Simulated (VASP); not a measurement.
# Pt (Fd-3m) in VASP: notebook

Pt is run at these levels: PBE; tasks: single point.

Program: VASP 6.6.1. These are calculated values, not measurements. Logs are shortened: lines on timing, memory, paths and dates and some standing lists are left out, and cuts for length are marked.

## 1. The cell of the first run

It takes space group Fd-3m (No. 227, cubic). The conventional cell has a = 5.617 Å, b = 5.617 Å, c = 5.617 Å, α = 90.00°, β = 90.00°, γ = 90.00°. Pt (site symmetry -43m) has 4 Pt at 2.43 Å within 3.2 Å.

## 2. Single point, PBE (volume scaled by 0.92)

Input file INCAR:

```
ALGO = Normal
EDIFF = 1E-7
ENCUT = 520
GGA = PE
ISIF = 2
ISMEAR = -1
LASPH = True
LCHARG = False
LREAL = False
LWAVE = False
NBANDS = 17
NELM = 60
PREC = Accurate
SIGMA = 0.05
```

Input file KPOINTS:

```
k-points
0
Gamma
  14 14 14
```

Input file POSCAR:

```
Pt
1.0
    0.0000000000      2.8086006964      2.8086006964
    2.8086006964      0.0000000000      2.8086006964
    2.8086006964      2.8086006964      0.0000000000
Pt
2
Direct
   -0.1250000000     -0.1250000000     -0.1250000000
    0.1250000000      0.1250000000      0.1250000000
```

Potentials or basis: VASP PAW PBE potentials, release 64 (Pt).

Started as:

```sh
> cat potpaw_PBE.64/Pt/POTCAR > POTCAR
> mpirun -np 1 vasp_std > vasp.out
```

OUTCAR:

```text
EDIFF = 1E-7
   ENCUT = 520
   GGA = PE
   ISIF = 2
   ISMEAR = -1
   LASPH = True
   LREAL = False
   NELM = 60
   PREC = Accurate

 ion  position               nearest neighbor table
   1  0.875  0.875  0.875-   2 2.43   2 2.43   2 2.43   2 2.43
   2  0.125  0.125  0.125-   1 2.43   1 2.43   1 2.43   1 2.43

  LATTYP: Found a face centered cubic cell.
 ALAT       =     5.6172013928

  Lattice vectors:

 A1 = (   0.0000000000,   2.8086006964,   2.8086006964)
 A2 = (   2.8086006964,   0.0000000000,   2.8086006964)
 A3 = (   2.8086006964,   2.8086006964,   0.0000000000)

Analysis of symmetry for initial positions (statically):
=====================================================================
 Subroutine PRICEL returns:
 Original cell was already a primitive cell.

 Routine SETGRP: Setting up the symmetry group for a
 face centered cubic supercell.

 Subroutine GETGRP returns: Found 48 space group operations
 (whereof 12 operations were pure point group operations)
 out of a pool of 48 trial point group operations.

The static configuration has the point symmetry D_3d.
 The point group associated with its full space group is O_h .

Analysis of symmetry for dynamics (positions and initial velocities):
=====================================================================
 Subroutine PRICEL returns:
 Original cell was already a primitive cell.

 Routine SETGRP: Setting up the symmetry group for a
 face centered cubic supercell.

 Subroutine GETGRP returns: Found 48 space group operations
 (whereof 12 operations were pure point group operations)
 out of a pool of 48 trial point group operations.

The dynamic configuration has the point symmetry D_3d.
 The point group associated with its full space group is O_h .

 Subroutine INISYM returns: Found 48 space group operations
 (whereof 12 operations are pure point group operations),
 and found     1 'primitive' translations

----------------------------------------------------------------------------------------

                                     Primitive cell

  volume of cell :      44.3098

  direct lattice vectors                    reciprocal lattice vectors
     0.000000000  2.808600696  2.808600696    -0.178024594  0.178024594  0.178024594
     2.808600696  0.000000000  2.808600696     0.178024594 -0.178024594  0.178024594
     2.808600696  2.808600696  0.000000000     0.178024594  0.178024594 -0.178024594

  length of vectors
[... 75 lines left out ...]
   ICHARG =      2    charge: 1-file 2-atom 10-const
   ISPIN  =      1    spin polarized calculation?
   LNONCOLLINEAR =      F non collinear calculations
   LSORBIT =      F    spin-orbit coupling
   LASPH  =      T    aspherical Exc in radial PAW
   ENCUT  =  520.0 eV  38.22 Ry    6.18 a.u.   7.39  7.39  7.39*2*pi/ulx,y,z
   NELM   =     60;   NELMIN=  2; NELMDL= -5     # of ELM steps
   EDIFF  = 0.1E-06   stopping-criterion for ELM
   LREAL  =      F    real-space projection
   EDIFFG = 0.1E-05   stopping-criterion for IOM
   NSW    =      0    number of steps for IOM
   IBRION =     -1    ionic relax: 0-MD 1-quasi-New 2-CG
   NFREE  =      0    steps in history (QN), initial steepest desc. (CG)
   ISIF   =      2    stress and relaxation
   ISYM   =      2    0-nonsym 1-usesym 2-fastsym
   POTIM  = 0.5000    time-step for ionic-motion
   TEBEG  =    0.0;   TEEND  =   0.0 temperature during run
   PSTRESS=    0.0 pullay stress
   NELECT =      20.0000    total number of electrons
   NUPDOWN=      -1.0000    fix difference up-down
   EMIN   =  10.00;   EMAX   =-10.00  energy-range for DOS
   EFERMI =   0.00;   METHOD = LEGACY
   ISMEAR =    -1;   SIGMA  =   0.05  broadening in eV -4-tet -1-fermi 0-gaus
   EFERMI_NEDOS =   21; number of points for ismear=-14 and -15
   IALGO  =     38    algorithm
   IMIX   =      4    mixing-type and parameters
     AMIX     =   0.40;   BMIX     =  1.00
     AMIX_MAG =   1.60;   BMIX_MAG =  1.00
  volume/ion in A,a.u.               =      22.15       149.51
  Fermi-wavevector in a.u.,A,eV,Ry     =   1.255793  2.373105 21.456617  1.577017
  Thomas-Fermi vector in A             =   2.389533
   LORBIT       =      0    0 simple, 1 ext, 2 COOP (PROOUT), +10 PAW based schemes
   GGA     = PE    functional components
   LHFCALC =     F    Hartree Fock is set to
   AEXX    =    0.0000 exact exchange contribution
   IVDW    =     0    specifies the selected vdW correction
   LEPSILON=     F    determine dielectric tensor
   LRPA    =     F    only Hartree local field effects (RPA)
 non-spin polarized calculation
  energy-cutoff  :      520.00
  volume of cell :       44.31
 maximum number of plane-waves:      1243
 NGX is ok and might be reduce to    30
   NGX = 15   NGY = 15   NGZ = 15

 number of electron      19.9999996 magnetization

 Free energy of the ion-electron system (eV)
  ---------------------------------------------------
  ext. energy  EPLUGINS =         0.00000000
  ---------------------------------------------------
  free energy    TOTEN  =        -9.95722854 eV

  energy without entropy =       -9.91747995  energy(sigma->0) =       -9.93735424

 E-fermi :   6.1167     XC(G=0): -10.8821

 val. band max:        6.1022414453   @ k =   0.0714   0.0714   0.0000
 cond. band min:       6.1219186564   @ k =  -0.3571   0.3571   0.0714
 fundamental gap:      0.0196772112
 Fermi energy:         6.1166669242

 k-point     1 :       0.0000    0.0000    0.0000
  band No.  band energies     occupation
      1      -1.5069      2.00000
      2       1.0918      2.00000
      3       1.0918      2.00000
      4       1.3252      2.00000
      5       1.3252      2.00000
      6       1.3252      2.00000
[... 457 lines left out ...]
      4       1.2242      2.00000
      5       1.5824      2.00000
      6       2.1362      2.00000
[... 9 lines left out ...]
     16      17.9321      0.00000
     17      20.3185      0.00000

 [... further k-points ...]
[... 5 lines left out ...]
  --------------------------------------------------------------------------------------
  -------------------------------------------------------------------------------------
  Total        3.1312183      3.1312183      3.1312183     -0.0000000      0.0000000      0.0000000
  in kB      113.2202037    113.2202037    113.2202037     -0.0000000      0.0000000      0.0000000
  external PRESSURE =     113.2202037 kB  Pullay stress =       0.0000000 kB

 VOLUME and BASIS-vectors are now :
 -----------------------------------------------------------------------------
  energy-cutoff  :      520.00
  volume of cell :       44.31
      direct lattice vectors                 reciprocal lattice vectors
     0.000000000  2.808600696  2.808600696    -0.178024594  0.178024594  0.178024594
     2.808600696  0.000000000  2.808600696     0.178024594 -0.178024594  0.178024594
     2.808600696  2.808600696  0.000000000     0.178024594  0.178024594 -0.178024594

 POSITION                                       TOTAL-FORCE (eV/Angst)
 -----------------------------------------------------------------------------------
      4.91505      4.91505      4.91505         0.000000      0.000000      0.000000
      0.70215      0.70215      0.70215        -0.000000     -0.000000     -0.000000
 -----------------------------------------------------------------------------------
    total drift:                               -0.000000      0.000000      0.000000

  FREE ENERGIE OF THE ION-ELECTRON SYSTEM (eV)
  ---------------------------------------------------
  free  energy   TOTEN  =        -9.9572285395 eV

  energy  without entropy=       -9.9174799488  energy(sigma->0) =       -9.93735424
```

OSZICAR:

```text
N       E                     dE             d eps       ncg     rms          rms(c)
DAV:   1     0.952056615077E+02    0.95206E+02   -0.98912E+03  3536   0.108E+03
DAV:   2    -0.871672107889E+01   -0.10392E+03   -0.98016E+02  3933   0.221E+02
DAV:   3    -0.106984099544E+02   -0.19817E+01   -0.19632E+01  4261   0.306E+01
DAV:   4    -0.107136196117E+02   -0.15210E-01   -0.15208E-01  4113   0.278E+00
DAV:   5    -0.107138719429E+02   -0.25233E-03   -0.25233E-03  4435   0.376E-01    0.150E+01
DAV:   6    -0.100167978147E+02    0.69707E+00   -0.19298E+00  4110   0.992E+00    0.889E+00
DAV:   7    -0.996801128519E+01    0.48787E-01   -0.67183E-02  4251   0.184E+00    0.415E+00
DAV:   8    -0.995720076827E+01    0.10811E-01   -0.82984E-03  3765   0.564E-01    0.142E-01
DAV:   9    -0.995721040962E+01   -0.96413E-05   -0.26815E-04  4182   0.116E-01    0.688E-02
DAV:  10    -0.995722879546E+01   -0.18386E-04   -0.26760E-05  4381   0.375E-02    0.731E-03
DAV:  11    -0.995722856665E+01    0.22881E-06   -0.33766E-07  4088   0.408E-03    0.213E-03
DAV:  12    -0.995722853950E+01    0.27145E-07   -0.72434E-08  3115   0.197E-03
   1 F= -.99572285E+01 E0= -.99373542E+01  d E =-.397486E-01
```

stdout:

```text
POSCAR found type information on POSCAR Pt
 POSCAR found :  1 types and       2 ions
 scaLAPACK will be used
 LDA part: xc-table for (Slater+PW92), standard interpolation
 POSCAR, INCAR and KPOINTS ok, starting setup
 FFT: planning ... GRIDC
 FFT: planning ... GRID_SOFT
 FFT: planning ... GRID
 WAVECAR not read
 entering main loop
```

Run time: 97 s. Hardware: 1 thread of Intel Xeon Platinum 8259CL at 2.50GHz (Skylake/Cascade Lake), shared host; peak memory 0.21 GiB.

Results:

- Free energy: -9.9572 eV
- Pressure: 11.3 GPa
- Band gap on the k mesh: zero (band 10 reaches 6.33 eV, above the bottom of band 11 at 5.66 eV)

Caveat: spin-orbit coupling is left out, which moves the levels of the heavy elements.

## 3. Single point, PBE (volume scaled by 0.92)

Input file INCAR:

```
SYSTEM = Pt
  PREC = Accurate
  ENCUT = 520
  EDIFF = 1E-6
  ISMEAR = -1
  SIGMA = 0.05
  LREAL = .FALSE.
  LASPH = .TRUE.
  NELM = 80
  ALGO = Normal
  ISIF = 2
  LWAVE = .FALSE.
  LCHARG = .TRUE.
  GGA = PE
  LELF = .TRUE.
  LVHAR = .TRUE.
  NBANDS = 17
```

Input file KPOINTS:

```
regular mesh
0
G
  14 14 14
  0 0 0
```

POSCAR is that of step 2.

Potentials or basis: VASP PAW PBE potentials, release 64 (Pt).

Started as:

```sh
> cat potpaw_PBE.64/Pt/POTCAR > POTCAR
> mpirun -np 1 vasp_std > vasp.out
```

It took 65 s on 1 thread of Intel Xeon Platinum 8259CL at 2.50GHz (Skylake/Cascade Lake), shared host; peak memory 0.21 GiB.

The run converged. Its results:

```yaml
Free_energy: -9.9572 eV
Pressure: 11.3 GPa
Band_gap_on_the_k_mesh: zero (band 10 reaches 6.33 eV, above the bottom of band 11 at 5.66 eV)
```

Levels at points of the mesh, in eV from the Fermi level:
| k point | band 7 | band 8 | band 9 | band 10 | band 11 | band 12 | band 13 | band 14 |
| --- | --- | --- | --- | --- | --- | --- | --- | --- |
| (0.00, 0.00, 0.00) | -2.09 | -2.09 | -2.09 | -0.08 | -0.08 | 10.80 | 10.85 | 12.18 |
| (0.50, 0.00, 0.00) | -1.66 | -1.54 | -1.54 | -0.46 | -0.46 | 0.79 | 8.33 | 8.33 |
| (0.50, 0.50, 0.00) | -2.78 | -2.78 | -0.18 | -0.18 | 1.35 | 1.35 | 3.86 | 3.86 |

Caveat: spin-orbit coupling is left out, which moves the levels of the heavy elements.

## 4. Single point, PBE (volume scaled by 0.45, partial waves polarizable)

Input file INCAR:

```
SYSTEM = Pt
  PREC = Accurate
  ENCUT = 500
  EDIFF = 1E-6
  ISMEAR = -1
  SIGMA = 0.05
  LREAL = .FALSE.
  LASPH = .TRUE.
  NELM = 120
  ALGO = Normal
  ISIF = 2
  LWAVE = .FALSE.
  LCHARG = .TRUE.
  GGA = PE
  LELF = .TRUE.
  LVHAR = .TRUE.
  NBANDS = 25
  GGA_COMPAT = .FALSE.
```

Input file KPOINTS:

```
Automatic mesh
0
G
  14 14 14
  0 0 0
```

Input file POSCAR:

```
Pt
1.0
    0.0000000000      2.2129158258      2.2129158258
    2.2129158258      0.0000000000      2.2129158258
    2.2129158258      2.2129158258      0.0000000000
Pt
2
Direct
   -0.1250000000     -0.1250000000     -0.1250000000
    0.1250000000      0.1250000000      0.1250000000
```

Potentials or basis: VASP PAW PBE potentials, release 64 (Pt_sv_GW).

Started as:

```sh
> cat potpaw_PBE.64/Pt_sv_GW/POTCAR > POTCAR
> mpirun -np 1 vasp_std > vasp.out
```

OUTCAR:

```text
SYSTEM = Pt
   PREC = Accurate
   ENCUT = 500
   EDIFF = 1E-6
   ISMEAR = -1
   LREAL = .FALSE.
   LASPH = .TRUE.
   NELM = 120
   ISIF = 2
   GGA = PE

 ion  position               nearest neighbor table
   1  0.875  0.875  0.875-   2 1.92   2 1.92   2 1.92   2 1.92
   2  0.125  0.125  0.125-   1 1.92   1 1.92   1 1.92   1 1.92

  LATTYP: Found a face centered cubic cell.
 ALAT       =     4.4258316516

  Lattice vectors:

 A1 = (   0.0000000000,   2.2129158258,   2.2129158258)
 A2 = (   2.2129158258,   0.0000000000,   2.2129158258)
 A3 = (   2.2129158258,   2.2129158258,   0.0000000000)

Analysis of symmetry for initial positions (statically):
=====================================================================
 Subroutine PRICEL returns:
 Original cell was already a primitive cell.

 Routine SETGRP: Setting up the symmetry group for a
 face centered cubic supercell.

 Subroutine GETGRP returns: Found 48 space group operations
 (whereof 12 operations were pure point group operations)
 out of a pool of 48 trial point group operations.

The static configuration has the point symmetry D_3d.
 The point group associated with its full space group is O_h .

Analysis of symmetry for dynamics (positions and initial velocities):
=====================================================================
 Subroutine PRICEL returns:
 Original cell was already a primitive cell.

 Routine SETGRP: Setting up the symmetry group for a
 face centered cubic supercell.

 Subroutine GETGRP returns: Found 48 space group operations
 (whereof 12 operations were pure point group operations)
 out of a pool of 48 trial point group operations.

The dynamic configuration has the point symmetry D_3d.
 The point group associated with its full space group is O_h .

 Subroutine INISYM returns: Found 48 space group operations
[... 103 lines left out ...]
   ISIF   =      2    stress and relaxation
   ISYM   =      2    0-nonsym 1-usesym 2-fastsym
   POTIM  = 0.5000    time-step for ionic-motion
   TEBEG  =    0.0;   TEEND  =   0.0 temperature during run
   PSTRESS=    0.0 pullay stress
   NELECT =      36.0000    total number of electrons
   NUPDOWN=      -1.0000    fix difference up-down
   EMIN   =  10.00;   EMAX   =-10.00  energy-range for DOS
   EFERMI =   0.00;   METHOD = LEGACY
   ISMEAR =    -1;   SIGMA  =   0.05  broadening in eV -4-tet -1-fermi 0-gaus
   EFERMI_NEDOS =   21; number of points for ismear=-14 and -15
   IALGO  =     38    algorithm
   IMIX   =      4    mixing-type and parameters
     AMIX     =   0.40;   BMIX     =  1.00
     AMIX_MAG =   1.60;   BMIX_MAG =  1.00
  volume/ion in A,a.u.               =      10.84        73.13
  Fermi-wavevector in a.u.,A,eV,Ry     =   1.938805  3.663810 51.143815  3.758964
  Thomas-Fermi vector in A             =   2.969073
   LORBIT       =      0    0 simple, 1 ext, 2 COOP (PROOUT), +10 PAW based schemes
   GGA     = PE    functional components
   LHFCALC =     F    Hartree Fock is set to
   AEXX    =    0.0000 exact exchange contribution
   IVDW    =     0    specifies the selected vdW correction
   LEPSILON=     F    determine dielectric tensor
   LRPA    =     F    only Hartree local field effects (RPA)
 non-spin polarized calculation
  energy-cutoff  :      500.00
  volume of cell :       21.67
 maximum number of plane-waves:       568
   NGX = 11   NGY = 11   NGZ = 11

 number of electron      35.9999997 magnetization

 Free energy of the ion-electron system (eV)
  ---------------------------------------------------
  ext. energy  EPLUGINS =         0.00000000
  ---------------------------------------------------
  free energy    TOTEN  =        16.42789621 eV

  energy without entropy =       16.43548237  energy(sigma->0) =       16.43168929

 E-fermi :  19.7212     XC(G=0): -15.9425

 val. band max:       19.6393743886   @ k =  -0.4286   0.1429   0.0000
 cond. band min:      19.7368036479   @ k =  -0.4286   0.3571   0.0000
 fundamental gap:      0.0974292593
 Fermi energy:        19.7212176476

 k-point     1 :       0.0000    0.0000    0.0000
  band No.  band energies     occupation
      1     -84.3338      2.00000
      2     -82.2877      2.00000
      3     -39.8636      2.00000
      4     -39.8636      2.00000
      5     -39.8636      2.00000
      6     -36.3473      2.00000
[... 661 lines left out ...]
     24      35.0663      0.00000
     25      35.8546      0.00000

 [... further k-points ...]
[... 5 lines left out ...]
  --------------------------------------------------------------------------------------
  -------------------------------------------------------------------------------------
  Total       92.3346202     92.3346202     92.3346202      0.0000000     -0.0000000     -0.0000000
  in kB     6825.7514494   6825.7514494   6825.7514494      0.0000000     -0.0000000     -0.0000000
  external PRESSURE =    6825.7514494 kB  Pullay stress =       0.0000000 kB

 VOLUME and BASIS-vectors are now :
 -----------------------------------------------------------------------------
  energy-cutoff  :      500.00
  volume of cell :       21.67
      direct lattice vectors                 reciprocal lattice vectors
     0.000000000  2.212915826  2.212915826    -0.225946235  0.225946235  0.225946235
     2.212915826  0.000000000  2.212915826     0.225946235 -0.225946235  0.225946235
     2.212915826  2.212915826  0.000000000     0.225946235  0.225946235 -0.225946235

 POSITION                                       TOTAL-FORCE (eV/Angst)
 -----------------------------------------------------------------------------------
      3.87260      3.87260      3.87260        -0.000000     -0.000000     -0.000000
      0.55323      0.55323      0.55323         0.000000      0.000000      0.000000
 -----------------------------------------------------------------------------------
    total drift:                                0.000000      0.000000      0.000000

  FREE ENERGIE OF THE ION-ELECTRON SYSTEM (eV)
  ---------------------------------------------------
  free  energy   TOTEN  =        16.4278962101 eV

  energy  without entropy=       16.4354823653  energy(sigma->0) =       16.43168929
```

OSZICAR:

```text
N       E                     dE             d eps       ncg     rms          rms(c)
DAV:   1     0.479849256043E+03    0.47985E+03   -0.26780E+04  5408   0.163E+03
DAV:   2     0.287120469616E+02   -0.45114E+03   -0.44214E+03  6033   0.638E+02
DAV:   3     0.156942670609E+02   -0.13018E+02   -0.12950E+02  5976   0.109E+02
DAV:   4     0.156365269398E+02   -0.57740E-01   -0.57723E-01  6039   0.757E+00
DAV:   5     0.156362738550E+02   -0.25308E-03   -0.25307E-03  6002   0.457E-01    0.217E+02
DAV:   6     0.163614912618E+02    0.72522E+00   -0.11146E+00  5484   0.803E+00    0.132E+02
DAV:   7     0.163950602621E+02    0.33569E-01   -0.67016E-01  5550   0.693E+00    0.101E+01
DAV:   8     0.164237367668E+02    0.28677E-01   -0.69113E-02  5378   0.254E+00    0.540E+00
DAV:   9     0.164277902270E+02    0.40535E-02   -0.16882E-02  5460   0.872E-01    0.199E+00
DAV:  10     0.164278959905E+02    0.10576E-03   -0.60319E-04  5678   0.235E-01    0.339E-01
DAV:  11     0.164278962101E+02    0.21963E-06   -0.43184E-06  5517   0.175E-02
   1 F= 0.16427896E+02 E0= 0.16431689E+02  d E =-.758616E-02
```

Wall time 16 s (1 thread of Intel Xeon 6975P-C (Granite Rapids), shared host); peak memory 0.17 GiB.

The run converged, but its numbers aren't listed here, since they failed a check.

Caveat: spin-orbit coupling is left out, which moves the levels of the heavy elements.
